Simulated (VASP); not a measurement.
Wanted: the native input for a VASP 6.6.1 run.

- Task: single point
- Functional: LDA
- Potentials or basis: VASP PAW LDA potentials, release 64 (Si, Ni)
- Cutoff: 520 eV
- k mesh: 8 × 10 × 6
- Occupations: gaussian, width 0.05 eV
- Spin: no spin polarisation
- Dipole correction: no
- Further INCAR settings: ALGO = Normal; EDIFF = 1e-06; NBANDS = 38

The structure of SiNi lies in POSCAR:

```
SiNi
1.0
    5.0477062617      0.0000000000      0.0000000000
    0.0000000000      3.3306061046      0.0000000000
    0.0000000000      0.0000000000      5.4816949186
Si Ni
4 4
Direct
    0.3203146679      0.7500000000      0.0867173726
    0.1796853321      0.2500000000      0.5867173726
    0.8203146679      0.7500000000      0.4132826274
    0.6796853321      0.2500000000      0.9132826274
    0.0091103751      0.2500000000      0.1877177283
    0.4908896249      0.7500000000      0.6877177283
    0.5091103751      0.2500000000      0.3122822717
    0.9908896249      0.7500000000      0.8122822717
```

One way to write it, as run:

INCAR

```
ALGO = Normal ; EDIFF = 1E-6
ENCUT = 520 ; ISIF = 2
ISMEAR = 0 ; LASPH = T
LCHARG = F ; LREAL = F
LWAVE = F ; NBANDS = 38
NELM = 80 ; PREC = Accurate
SIGMA = 0.05
```

KPOINTS

```
k-points
0
Gamma
  8 10 6
```

Potentials or basis: VASP PAW LDA potentials, release 64 (Si, Ni).

The run is started by

```sh
$ cat potpaw_LDA.64/Si/POTCAR potpaw_LDA.64/Ni/POTCAR > POTCAR
$ mpirun -np 1 vasp_std > vasp.out
```

It gave:

| Item | Value |
| --- | --- |
| Pressure | 0.3 GPa |
| Largest force | 0.016 eV/Å |
| Band gap on the k mesh | zero (bands 28 and 29 overlap by 1.95 eV) |

It took 6.5 min on 1 thread of Intel(R) Xeon(R) Platinum 8488C (Sapphire Rapids), with other jobs on the host, peak memory 0.4 GiB.
